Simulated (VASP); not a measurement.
# PbS (Cmcm) in VASP: a series of runs, part 2 of 2

VASP 6.6.1. Earlier steps stand in the parts before.

## (3) Single point, PBEsol, non-collinear spin, zero start, spin-orbit coupling

The input, INCAR:

```
SYSTEM = PbS
PREC = Accurate
ENCUT = 520
EDIFF = 1E-6
ISMEAR = 1
SIGMA = 0.02
LREAL = .FALSE.
LASPH = .TRUE.
NELM = 150
ALGO = Normal
ISIF = 2
LWAVE = .FALSE.
LCHARG = .FALSE.
LNONCOLLINEAR = .TRUE.
MAGMOM = 0 0 0 0 0 0 0 0 0 0 0 0
LORBIT = 11
LSORBIT = .TRUE.
GGA_COMPAT = .FALSE.
LORBMOM = .TRUE.
GGA = PS
NBANDS = 54
```

The input, KPOINTS:

```
Automatic mesh
0
G
  4 4 4
  0 0 0
```

The input, POSCAR:

```
PbS
1.0
    2.0799526900     -5.9912968600      0.0000000000
    2.0799526900      5.9912968600      0.0000000000
    0.0000000000      0.0000000000      4.2793209400
Pb S
2 2
Direct
    0.8694366500      0.1305633500      0.7500000000
    0.1305633500      0.8694366500      0.2500000000
    0.6452029100      0.3547970900      0.7500000000
    0.3547970900      0.6452029100      0.2500000000
```

Potentials or basis: VASP PAW PBE potentials, release 64 (Pb_d, S).

Launch:

```console
$ cat potpaw_PBE.64/Pb_d/POTCAR potpaw_PBE.64/S/POTCAR > POTCAR
$ mpirun -np 1 vasp_ncl > vasp.out
```

OUTCAR:

```text
SYSTEM = PbS
   PREC = Accurate
   ENCUT = 520
   EDIFF = 1E-6
   ISMEAR = 1
   LREAL = .FALSE.
   LASPH = .TRUE.
   NELM = 150
   ISIF = 2
   LNONCOLLINEAR = .TRUE.
   LORBIT = 11
   LSORBIT = .TRUE.
   GGA = PS

 ion  position               nearest neighbor table
   1  0.869  0.131  0.750-   3 2.69   4 2.99   4 2.99   4 2.99   4 2.99   2 3.79   2 3.79   2 4.13
                             2 4.13   2 4.13   2 4.13
   2  0.131  0.869  0.250-   4 2.69   3 2.99   3 2.99   3 2.99   3 2.99   1 3.79   1 3.79   1 4.13
                             1 4.13   1 4.13   1 4.13
   3  0.645  0.355  0.750-   1 2.69   2 2.99   2 2.99   2 2.99   2 2.99
   4  0.355  0.645  0.250-   2 2.69   1 2.99   1 2.99   1 2.99   1 2.99

  LATTYP: Found a base centered orthorhombic cell.
 ALAT       =     4.1599053800
 B/A-ratio  =     2.8804967001
 C/A-ratio  =     1.0287063164

  Lattice vectors:

 A1 = (   2.0799526900,  -5.9912968600,   0.0000000000)
 A2 = (   2.0799526900,   5.9912968600,   0.0000000000)
 A3 = (   0.0000000000,   0.0000000000,   4.2793209400)

Analysis of symmetry for initial positions (statically):
=====================================================================
 Subroutine PRICEL returns:
 Original cell was already a primitive cell.

 Routine SETGRP: Setting up the symmetry group for a
 base centered orthorhombic supercell.

 Subroutine GETGRP returns: Found  8 space group operations
 (whereof  4 operations were pure point group operations)
 out of a pool of  8 trial point group operations.

The static configuration has the point symmetry C_2h.
 The point group associated with its full space group is D_2h.

Analysis of symmetry for dynamics (positions and initial velocities):
=====================================================================
 Subroutine PRICEL returns:
 Original cell was already a primitive cell.

 Routine SETGRP: Setting up the symmetry group for a
 base centered orthorhombic supercell.

 Subroutine GETGRP returns: Found  8 space group operations
 (whereof  4 operations were pure point group operations)
 out of a pool of  8 trial point group operations.

The dynamic configuration has the point symmetry C_2h.
 The point group associated with its full space group is D_2h.

[... 1382 lines left out ...]
 ----------------------------------------
            0.000   0.000   0.000

 orbital moment (z)

 # of ion     p       d       tot
 ----------------------------------------
  1         0.000   0.000   0.000
  2         0.000   0.000   0.000
  3         0.000   0.000   0.000
  4         0.000   0.000   0.000
 ----------------------------------------
            0.000   0.000   0.000

 Spin-Orbit-Coupling matrix elements

 Ion:    1  E_soc:     -0.8241425
 l=   1
     0.0000000    -0.0733217    -0.0730969
    -0.0733217     0.0000000    -0.0647110
    -0.0730969    -0.0647110     0.0000000
 l=   2
     0.0000000    -0.0134817     0.0000000    -0.0133283    -0.0536457
    -0.0134817     0.0000000    -0.0403250    -0.0133407    -0.0133496
     0.0000000    -0.0403250     0.0000000    -0.0400968     0.0000000
    -0.0133283    -0.0133407    -0.0400968     0.0000000    -0.0133740
    -0.0536457    -0.0133496     0.0000000    -0.0133740     0.0000000
 l=   3
     0.0000000     0.0000000     0.0000000     0.0000000     0.0000000     0.0000000     0.0000000
     0.0000000     0.0000000     0.0000000     0.0000000     0.0000000     0.0000000     0.0000000
     0.0000000     0.0000000     0.0000000     0.0000000     0.0000000     0.0000000     0.0000000
     0.0000000     0.0000000     0.0000000     0.0000000     0.0000000     0.0000000     0.0000000
[... 49 lines left out ...]
 l=   2
     0.0000000     0.0000000     0.0000000     0.0000000     0.0000000
     0.0000000     0.0000000     0.0000000     0.0000000     0.0000000
     0.0000000     0.0000000     0.0000000     0.0000000     0.0000000
     0.0000000     0.0000000     0.0000000     0.0000000     0.0000000
     0.0000000     0.0000000     0.0000000     0.0000000     0.0000000
 l=   3
     0.0000000     0.0000000     0.0000000     0.0000000     0.0000000     0.0000000     0.0000000
     0.0000000     0.0000000     0.0000000     0.0000000     0.0000000     0.0000000     0.0000000
     0.0000000     0.0000000     0.0000000     0.0000000     0.0000000     0.0000000     0.0000000
     0.0000000     0.0000000     0.0000000     0.0000000     0.0000000     0.0000000     0.0000000
     0.0000000     0.0000000     0.0000000     0.0000000     0.0000000     0.0000000     0.0000000
     0.0000000     0.0000000     0.0000000     0.0000000     0.0000000     0.0000000     0.0000000
     0.0000000     0.0000000     0.0000000     0.0000000     0.0000000     0.0000000     0.0000000

 total charge

# of ion       s       p       d       tot
------------------------------------------
    1        1.436   0.572   9.843  11.851
    2        1.436   0.572   9.843  11.851
    3        1.349   2.300   0.000   3.648
    4        1.349   2.300   0.000   3.648
--------------------------------------------------
tot          5.569   5.743  19.686  30.999

 magnetization (x)

# of ion       s       p       d       tot
------------------------------------------
    1        0.000   0.000   0.000   0.000
    2        0.000   0.000   0.000   0.000
    3        0.000   0.000   0.000   0.000
    4        0.000   0.000   0.000   0.000
--------------------------------------------------
tot          0.000   0.000   0.000   0.000

 magnetization (y)

# of ion       s       p       d       tot
------------------------------------------
    1        0.000   0.000   0.000   0.000
    2        0.000   0.000   0.000   0.000
    3        0.000   0.000   0.000   0.000
    4        0.000   0.000   0.000   0.000
--------------------------------------------------
tot          0.000   0.000   0.000   0.000

 magnetization (z)

# of ion       s       p       d       tot
------------------------------------------
    1        0.000   0.000   0.000   0.000
    2        0.000   0.000   0.000   0.000
    3        0.000   0.000   0.000   0.000
    4        0.000   0.000   0.000   0.000
--------------------------------------------------
tot          0.000   0.000   0.000   0.000
```

OSZICAR:

```text
N       E                     dE             d eps       ncg     rms          rms(c)
DAV:   1     0.471041154880E+03    0.47104E+03   -0.17898E+04  2268   0.160E+03
DAV:   2     0.487412703697E+02   -0.42230E+03   -0.40455E+03  2284   0.446E+02
DAV:   3    -0.155265800056E+02   -0.64268E+02   -0.60895E+02  2836   0.198E+02
DAV:   4    -0.201137724495E+02   -0.45872E+01   -0.45021E+01  2852   0.527E+01
DAV:   5    -0.202944180534E+02   -0.18065E+00   -0.18032E+00  3170   0.110E+01    0.616E+00
DAV:   6    -0.195414691596E+02    0.75295E+00   -0.11076E+00  3212   0.107E+01    0.385E+00
DAV:   7    -0.195569906418E+02   -0.15521E-01   -0.42871E-01  2936   0.306E+00    0.231E+00
DAV:   8    -0.195582113962E+02   -0.12208E-02   -0.59297E-02  3194   0.253E+00    0.586E-01
DAV:   9    -0.195530763942E+02    0.51350E-02   -0.10176E-02  3218   0.108E+00    0.244E-01
DAV:  10    -0.195531056240E+02   -0.29230E-04   -0.30747E-03  3226   0.320E-01    0.884E-02
DAV:  11    -0.195531678252E+02   -0.62201E-04   -0.30768E-04  3114   0.149E-01    0.236E-02
DAV:  12    -0.195531720279E+02   -0.42028E-05   -0.32830E-05  3152   0.476E-02    0.133E-02
DAV:  13    -0.195531721919E+02   -0.16400E-06   -0.68136E-06  2584   0.171E-02
   1 F= -.19553172E+02 E0= -.19553184E+02  d E =0.362369E-04  mag=     0.0000     0.0000    -0.0000
```

It took 9 min on 1 thread of AMD EPYC 7R13 (Zen 3), shared host; peak memory 0.59 GiB.

Results:

```
Free energy                                           : -19.5532 eV
Pressure                                              : -2.2 GPa
Largest force                                         : 0.084 eV/Å
Net moment                                            : 0.00 μB per cell
Valence electrons inside the program's atomic spheres : Pb 11.85; S 3.65
```

Forces on the atoms (eV/Å):
```
Pb   0.000  0.084  0.000
Pb   0.000 -0.084  0.000
S    0.000 -0.069  0.000
S    0.000  0.069  0.000
```

Moments on the atoms (μB; x, y, z):
```
Pb  0.00 0.00 0.00
Pb  0.00 0.00 0.00
S   0.00 0.00 0.00
S   0.00 0.00 0.00
```

Caveat: the k points lie up to 0.40 Å⁻¹ apart; the PAW data sets were made with another functional, which shifts forces and pressure a little.
